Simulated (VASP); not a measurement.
# LiBe16 (a cell with a defect) in VASP: further runs

Runs on LiBe16 (a cell with a defect). Level: PBE. Tasks: single point.

Everything below comes from runs of VASP 6.6.1. Logs are shortened: lines on timing, memory, paths and dates and some standing lists are left out, and cuts for length are marked.

## 1. The cell of the first run

The cell holds a defect, 17 atoms: a = 4.580 Å, b = 3.966 Å, c = 7.177 Å, α = 90.00°, β = 90.00°, γ = 90.00°.

## 2. Single point, PBE

Contents of INCAR:

```
  PREC = Accurate
  ENCUT = 520
  EDIFF = 1E-6
  ISMEAR = 0
  SIGMA = 0.05
  LREAL = Auto
  LASPH = T
  NELM = 60
  ALGO = Normal
  ISIF = 2
  LWAVE = F
  LCHARG = F
  GGA = PE
  NBANDS = 32
```

Contents of KPOINTS:

```
regular mesh
0
Gamma
  5 5 3
```

Contents of POSCAR:

```
LiBe16
1.0
   -2.2900000000     -3.9663960000      0.0000000000
    3.4350000000     -1.9831980000      0.0000000000
    0.0000000000      0.0000000000      7.1768600000
Be Li
16 1
Direct
    0.7533738117      0.4678323228      0.0148630460
    0.4093042410      0.2388593048      0.2484182498
    0.7598441715      0.4591266820      0.5274075292
    0.5013731356      0.3224915518      0.7590000362
    0.4948163015     -0.0315699184     -0.0127286864
    0.1873793502      0.8337000617      0.2055943686
    0.5025917813      0.0046006344      0.5084014458
    0.2474531416      0.8244642487      0.7370170242
    0.2465243097      0.4791346926     -0.0033481216
    0.0036289335      0.4178111376      0.2815939004
    0.2615833403      0.4876870012      0.5144779193
    0.0025427286      0.3322610912      0.7532606182
    0.0062344914     -0.0142020422     -0.0373942086
    0.7878842217      1.0399108785      0.2009792583
    0.0040191660     -0.0263985764      0.4651570464
    0.7526925086      0.8312596345      0.7382273027
    0.5749430234      0.6637235877      0.2910570918
```

Potentials or basis: VASP PAW PBE potentials, release 64 (Be, Li_sv).

On the command line:

```console
> cat potpaw_PBE.64/Be/POTCAR potpaw_PBE.64/Li_sv/POTCAR > POTCAR
> mpirun -np 1 vasp_std > vasp.out
```

OUTCAR:

```text
PREC = Accurate
   ENCUT = 520
   EDIFF = 1E-6
   ISMEAR = 0
   LREAL = Auto
   LASPH = T
   NELM = 60
   ISIF = 2
   GGA = PE

 ion  position               nearest neighbor table
   1  0.753  0.468  0.015-  14 2.17  10 2.24   4 2.24  12 2.26   9 2.26  13 2.27  17 2.28   5 2.32
                             5 2.32   9 2.33
   2  0.409  0.239  0.248-  17 1.87   6 1.93  14 1.94  10 2.00   7 2.13   9 2.17   5 2.19  11 2.25
                            17 2.42
   3  0.760  0.459  0.527-  12 2.03  17 2.06  10 2.09   4 2.11  16 2.11   7 2.16  15 2.27  11 2.29
                            11 2.30  15 2.37
   4  0.501  0.322  0.759-   3 2.11   5 2.16   9 2.16  11 2.17   7 2.20   1 2.24  16 2.27  12 2.29
                            12 2.30   8 2.30   8 2.31  16 2.33
   5  0.495  0.968  0.987-  14 2.06   4 2.16   6 2.17   2 2.19   8 2.20  16 2.21  13 2.25   9 2.25
                             1 2.32   1 2.32   9 2.32  13 2.35
   6  0.187  0.834  0.206-   2 1.93  10 1.93  17 2.00  14 2.00  13 2.02   9 2.07  15 2.12   5 2.17

   7  0.503  0.005  0.508-  17 2.09  16 2.12   2 2.13   8 2.14   3 2.16   4 2.20  11 2.21  15 2.31
                            15 2.32  11 2.33
   8  0.247  0.824  0.737-  13 2.06  11 2.08   7 2.14   5 2.20  12 2.25  16 2.27   4 2.30  12 2.31
                             4 2.31   9 2.31  16 2.31  15 2.32
   9  0.247  0.479  0.997-   6 2.07  12 2.15   4 2.16   2 2.17   5 2.25  13 2.26   1 2.26  13 2.30
                             8 2.31   5 2.32   1 2.33  10 2.34
  10  0.004  0.418  0.282-  14 1.89   6 1.93   2 2.00  11 2.07   3 2.09  17 2.19  15 2.20   1 2.24
                             9 2.34
  11  0.262  0.488  0.514-  10 2.07   8 2.08   4 2.17  12 2.17   7 2.21   2 2.25  17 2.26   3 2.29
                            15 2.29   3 2.30   7 2.33  15 2.38
  12  0.003  0.332  0.753-   3 2.03  13 2.04   9 2.15  11 2.17   8 2.25   1 2.26   4 2.29  16 2.29
                            16 2.30   4 2.30   8 2.31
  13  0.006  0.986  0.963-  14 1.99   6 2.02  12 2.04   8 2.06  16 2.08   5 2.25   9 2.26   1 2.27
                             9 2.30   5 2.35
  14  0.788  0.040  0.201-  10 1.89  17 1.90   2 1.94  13 1.99   6 2.00   5 2.06  15 2.15   1 2.17

  15  0.004  0.974  0.465-   6 2.12  14 2.15  10 2.20   3 2.27  11 2.29   7 2.31   7 2.32   8 2.32
                            16 2.34   3 2.37  11 2.38
  16  0.753  0.831  0.738-  13 2.08   3 2.11   7 2.12   5 2.21   8 2.27   4 2.27  12 2.29  12 2.30
                             8 2.31   4 2.33  15 2.34
  17  0.575  0.664  0.291-   2 1.87  14 1.90   6 2.00   3 2.06   7 2.09  10 2.19  11 2.26   1 2.28
                             2 2.42

  LATTYP: Found a simple orthorhombic cell.
 ALAT       =     3.9663962620
 B/A-ratio  =     1.1547004875
 C/A-ratio  =     1.8094157835

  Lattice vectors:

 A1 = (  -3.4350000000,   1.9831980000,   0.0000000000)
 A2 = (  -2.2900000000,  -3.9663960000,   0.0000000000)
 A3 = (   0.0000000000,   0.0000000000,   7.1768600000)

Analysis of symmetry for initial positions (statically):
=====================================================================
 Subroutine PRICEL returns:
 Original cell was already a primitive cell.

 Routine SETGRP: Setting up the symmetry group for a
 simple orthorhombic supercell.

 Subroutine GETGRP returns: Found  1 space group operations
 (whereof  1 operations were pure point group operations)
 out of a pool of  8 trial point group operations.

The static configuration has the point symmetry C_1 .

Analysis of symmetry for dynamics (positions and initial velocities):
=====================================================================
 Subroutine PRICEL returns:
 Original cell was already a primitive cell.

 Routine SETGRP: Setting up the symmetry group for a
 simple orthorhombic supercell.

 Subroutine GETGRP returns: Found  1 space group operations
 (whereof  1 operations were pure point group operations)
 out of a pool of  8 trial point group operations.

The dynamic configuration has the point symmetry C_1 .

 Subroutine INISYM returns: Found  1 space group operations
 (whereof  1 operations are pure point group operations),
 and found     1 'primitive' translations

----------------------------------------------------------------------------------------

                                     Primitive cell

  volume of cell :     130.3755

  direct lattice vectors                    reciprocal lattice vectors
    -2.290000000 -3.966396000  0.000000000    -0.109170306 -0.189088533  0.000000000
     3.435000000 -1.983198000  0.000000000     0.218340611 -0.126059022  0.000000000
     0.000000000  0.000000000  7.176860000     0.000000000  0.000000000  0.139336702

  length of vectors
     4.579999697  3.966396262  7.176860000     0.218340626  0.252118027  0.139336702

  position of ions in fractional coordinates (direct lattice)
     0.753373812  0.467832323  0.014863046
     0.409304241  0.238859305  0.248418250
     0.759844171  0.459126682  0.527407529
     0.501373136  0.322491552  0.759000036
     0.494816302  0.968430082  0.987271314
     0.187379350  0.833700062  0.205594369
[... 9 lines left out ...]
     0.752692509  0.831259635  0.738227303
     0.574943023  0.663723588  0.291057092

  ion indices of the primitive-cell ions
   primitive index   ion index
                 1           1
                 2           2
                 3           3
                 4           4
                 5           5
                 6           6
[... 9 lines left out ...]
                16          16
                17          17

----------------------------------------------------------------------------------------

 KPOINTS: regular mesh

Automatic generation of k-mesh.
 Grid dimensions read from file:
 generate k-points for:    5    5    3

 Generating k-lattice:

  Cartesian coordinates                     Fractional coordinates (reciprocal lattice)
    -0.021834061 -0.037817707  0.000000000     0.200000000  0.000000000  0.000000000
     0.043668122 -0.025211804  0.000000000     0.000000000  0.200000000  0.000000000
     0.000000000  0.000000000  0.046445567     0.000000000  0.000000000  0.333333333

  Length of vectors
     0.043668125  0.050423605  0.046445567

  Shift w.r.t. Gamma in fractional coordinates (k-lattice)
     0.000000000  0.000000000  0.000000000

 Subroutine IBZKPT returns following result:
 ===========================================

 Found     38 irreducible k-points:

 Following reciprocal coordinates:
            Coordinates               Weight
  0.000000  0.000000  0.000000      1.000000
  0.200000  0.000000  0.000000      2.000000
  0.400000  0.000000  0.000000      2.000000
  0.000000  0.200000  0.000000      2.000000
  0.200000  0.200000  0.000000      2.000000
 -0.200000  0.200000  0.000000      2.000000
[... 16 lines left out ...]
  0.200000 -0.200000 -0.333333      2.000000
 -0.200000 -0.200000  0.333333      2.000000
 [... further k-points ...]
   k-points           NKPTS =     38   k-points in BZ     NKDIM =     38   number of bands    NBANDS=     32
   number of dos      NEDOS =    301   number of ions     NIONS =     17
   total plane-waves  NPLWV =  58320
   dimension x,y,z NGX =    36 NGY =   30 NGZ =   54
   dimension x,y,z NGXF=    72 NGYF=   60 NGZF=  108
   ions per type =              16   1
   NGX,Y,Z   is equivalent  to a cutoff of  13.07, 12.57, 12.51 a.u.
   NGXF,Y,Z  is equivalent  to a cutoff of  26.13, 25.15, 25.02 a.u.
 SYSTEM =  unknown system
   PREC   = accura    normal or accurate (medium, high low for compatibility)
   ISTART =      0    job   : 0-new  1-cont  2-samecut
   ICHARG =      2    charge: 1-file 2-atom 10-const
   ISPIN  =      1    spin polarized calculation?
   LNONCOLLINEAR =      F non collinear calculations
   LSORBIT =      F    spin-orbit coupling
   LASPH  =      T    aspherical Exc in radial PAW
   ENCUT  =  520.0 eV  38.22 Ry    6.18 a.u.   8.52  7.37 13.34*2*pi/ulx,y,z
   NELM   =     60;   NELMIN=  2; NELMDL= -5     # of ELM steps
   EDIFF  = 0.1E-05   stopping-criterion for ELM
   LREAL  =      T    real-space projection
   EDIFFG = 0.1E-04   stopping-criterion for IOM
   NSW    =      0    number of steps for IOM
   IBRION =     -1    ionic relax: 0-MD 1-quasi-New 2-CG
   NFREE  =      0    steps in history (QN), initial steepest desc. (CG)
   ISIF   =      2    stress and relaxation
   ISYM   =      2    0-nonsym 1-usesym 2-fastsym
   POTIM  = 0.5000    time-step for ionic-motion
   TEBEG  =    0.0;   TEEND  =   0.0 temperature during run
   PSTRESS=    0.0 pullay stress
   NELECT =      35.0000    total number of electrons
   NUPDOWN=      -1.0000    fix difference up-down
   EMIN   =  10.00;   EMAX   =-10.00  energy-range for DOS
   EFERMI =   0.00;   METHOD = LEGACY
   ISMEAR =     0;   SIGMA  =   0.05  broadening in eV -4-tet -1-fermi 0-gaus
   EFERMI_NEDOS =   21; number of points for ismear=-14 and -15
   IALGO  =     38    algorithm
   IMIX   =      4    mixing-type and parameters
     AMIX     =   0.40;   BMIX     =  1.00
     AMIX_MAG =   1.60;   BMIX_MAG =  1.00
  volume/ion in A,a.u.               =       7.67        51.75
  Fermi-wavevector in a.u.,A,eV,Ry     =   1.056085  1.995711 15.174786  1.115315
  Thomas-Fermi vector in A             =   2.191307
   LORBIT       =      0    0 simple, 1 ext, 2 COOP (PROOUT), +10 PAW based schemes
   GGA     = PE    functional components
   LHFCALC =     F    Hartree Fock is set to
   AEXX    =    0.0000 exact exchange contribution
   IVDW    =     0    specifies the selected vdW correction
   LEPSILON=     F    determine dielectric tensor
   LRPA    =     F    only Hartree local field effects (RPA)
 non-spin polarized calculation
 Gauss-broadening in eV      SIGMA  =   0.05
  energy-cutoff  :      520.00
  volume of cell :      130.38
 maximum number of plane-waves:      3529
 NGX is ok and might be reduce to    36
   NGX = 17   NGY = 15   NGZ = 27

 number of electron      34.9999999 magnetization

 Free energy of the ion-electron system (eV)
  ---------------------------------------------------
  ext. energy  EPLUGINS =         0.00000000
  ---------------------------------------------------
  free energy    TOTEN  =       -57.20583224 eV

  energy without entropy =      -57.20312858  energy(sigma->0) =      -57.20448041

 E-fermi :   7.1129     XC(G=0): -10.6545

 val. band max:        7.1027885997   @ k =   0.2000   0.0000   0.0000
 cond. band min:       7.1209221734   @ k =   0.2000   0.0000   0.3333
 fundamental gap:      0.0181335737
 Fermi energy:         7.1128524187

 k-point     1 :       0.0000    0.0000    0.0000
  band No.  band energies     occupation
      1     -38.9129      2.00000
      2      -4.0738      2.00000
      3      -2.1306      2.00000
      4      -1.8560      2.00000
      5       1.0324      2.00000
      6       1.1568      2.00000
[... 21 lines left out ...]
     28      11.2215      0.00000
     29      11.2909      0.00000

 k-point     2 :       0.2000    0.0000    0.0000
  band No.  band energies     occupation
      1     -38.9129      2.00000
      2      -3.8740      2.00000
      3      -1.9200      2.00000
      4      -1.6990      2.00000
      5      -0.6889      2.00000
      6       1.1834      2.00000
[... 21 lines left out ...]
     28      11.9060      0.00000
     29      12.4732      0.00000

 k-point     3 :       0.4000    0.0000    0.0000
  band No.  band energies     occupation
      1     -38.9129      2.00000
      2      -3.2904      2.00000
      3      -2.2217      2.00000
      4      -1.2823      2.00000
      5      -1.0550      2.00000
      6      -0.2261      2.00000
[... 638 lines left out ...]
      5       0.0785      2.00000
      6       0.4066      2.00000
[... 21 lines left out ...]
     28      12.0435      0.00000
     29      12.2833      0.00000

 k-point    24 :      -0.2000   -0.2000    0.3333
  band No.  band energies     occupation
      1     -38.9129      2.00000
      2      -3.3853      2.00000
      3      -2.6600      2.00000
      4      -0.3308      2.00000
      5       0.0501      2.00000
      6       0.3726      2.00000
[... 21 lines left out ...]
     28      12.0427      0.00000
     29      12.3839      0.00000

 [... further k-points ...]

 [bands above 29 left out]

------------------------ aborting loop because EDIFF is reached ----------------------------------------

  FORCE on cell =-STRESS in cart. coord.  units (eV):
  Direction    XX          YY          ZZ          XY          YZ          ZX
  --------------------------------------------------------------------------------------
  -------------------------------------------------------------------------------------
  Total        8.3817447      9.3682059     12.9633403     -0.9148873     -1.2788249     -0.6435950
  in kB      103.0027894    115.1253554    159.3057611    -11.2429988    -15.7154076     -7.9091032
  external PRESSURE =     125.8113020 kB  Pullay stress =       0.0000000 kB

 VOLUME and BASIS-vectors are now :
 -----------------------------------------------------------------------------
  energy-cutoff  :      520.00
  volume of cell :      130.38
      direct lattice vectors                 reciprocal lattice vectors
    -2.290000000 -3.966396000  0.000000000    -0.109170306 -0.189088533  0.000000000
     3.435000000 -1.983198000  0.000000000     0.218340611 -0.126059022  0.000000000
     0.000000000  0.000000000  7.176860000     0.000000000  0.000000000  0.139336702

 POSITION                                       TOTAL-FORCE (eV/Angst)
 -----------------------------------------------------------------------------------
     -0.11822     -3.91598      0.10667        -0.003152     -0.061153     -0.054918
     -0.11682     -2.09717      1.78286         0.032091     -0.033765      0.105949
     -0.16294     -3.92438      3.78513         0.034557      0.052739      0.041413
     -0.04039     -2.62821      5.44724         0.020040      0.026076     -0.061083
      2.19343     -3.88323      7.08551         0.006315      0.097762      0.031249
      2.43466     -2.39661      1.47552        -0.021057      0.064329      0.205567
[... 9 lines left out ...]
      1.13171     -4.63403      5.29815        -0.045370      0.075168     -0.023634
      0.96327     -3.59675      2.08888        -0.128568     -0.175498     -0.410207
 -----------------------------------------------------------------------------------
    total drift:                                0.002216     -0.001313     -0.001142

  FREE ENERGIE OF THE ION-ELECTRON SYSTEM (eV)
  ---------------------------------------------------
  free  energy   TOTEN  =       -57.2058322428 eV

  energy  without entropy=      -57.2031285802  energy(sigma->0) =      -57.20448041
```

Run time: 2 min. Hardware: 1 thread of Intel Xeon 6975P-C (Granite Rapids), shared host; peak memory 0.27 GiB.

Results:

```
Free energy            : -57.2058 eV
Largest force          : 0.464 eV/Å
Band gap on the k mesh : zero (an odd number of electrons rules out a gap without spin polarisation)
```

Forces on the atoms (eV/Å):
```
Be  -0.003 -0.061 -0.055
Be   0.032 -0.034  0.106
Be   0.035  0.053  0.041
Be   0.020  0.026 -0.061
Be   0.006  0.098  0.031
Be  -0.021  0.064  0.206
Be   0.012  0.106  0.045
Be   0.039  0.000  0.066
Be   0.054 -0.069  0.061
Be   0.042 -0.172 -0.234
Be   0.008  0.069 -0.060
Be  -0.065 -0.008  0.039
Be   0.008 -0.007 -0.154
Be   0.103 -0.020  0.169
Be  -0.096  0.054  0.233
Be  -0.045  0.075 -0.024
Li  -0.129 -0.175 -0.410
```

Levels at points of the mesh, in eV from the Fermi level:
| k point | band 14 | band 15 | band 16 | band 17 | band 18 | band 19 | band 20 | band 21 |
| --- | --- | --- | --- | --- | --- | --- | --- | --- |
| (0.00, 0.00, 0.00) | -3.39 | -3.13 | -0.76 | -0.59 | 0.35 | 0.68 | 0.87 | 1.65 |

Caveat: the cutoff is under 1.25 times the usual one of these potentials, so pressure, stress and relaxed cells hold a basis-set (Pulay) error.

(Continued in part 2 of 2.)
